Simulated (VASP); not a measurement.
Runs of VASP 6.6.1 on HfN. The structure is that of space group Fm-3m (No. 225), or close to it. The cells are those of the table. 

```csv
cell,gap on the mesh (eV),pressure (GPa)
"a = 3.162 Å, angles 60.0°, 2 atoms",none,-1.8
"a = 3.219 Å, angles 60.0°, 2 atoms",none,-16.1
"a = 3.273 Å, angles 60.0°, 2 atoms",none,-26.7
"a = 3.103 Å, angles 60.0°, 2 atoms",none,(b)
"a = 3.246 Å, angles 60.0°, 2 atoms",none,-21.8
"a = 3.133 Å, angles 60.0°, 2 atoms",none,7.0
"a = 3.190 Å, angles 60.0°, 2 atoms",none,(a)
```

Alike in all rows: task single point; level LDA; potentials or basis VASP PAW LDA potentials, release 64 (Hf_pv, N); no spin polarisation; k mesh 11 × 11 × 11; cutoff (eV) 520; smearing fermi-dirac 0.05 eV.

Question: Estimate the missing entries.

Answer: (a) -9.5; (b) 17.3.

Caveats: spin-orbit coupling is left out, which moves the levels of the heavy elements.

A k mesh can miss the band edges, and the runs leave out spin-orbit coupling on Hf.

A gap of «none» marks levels without a gap at the run's occupations.
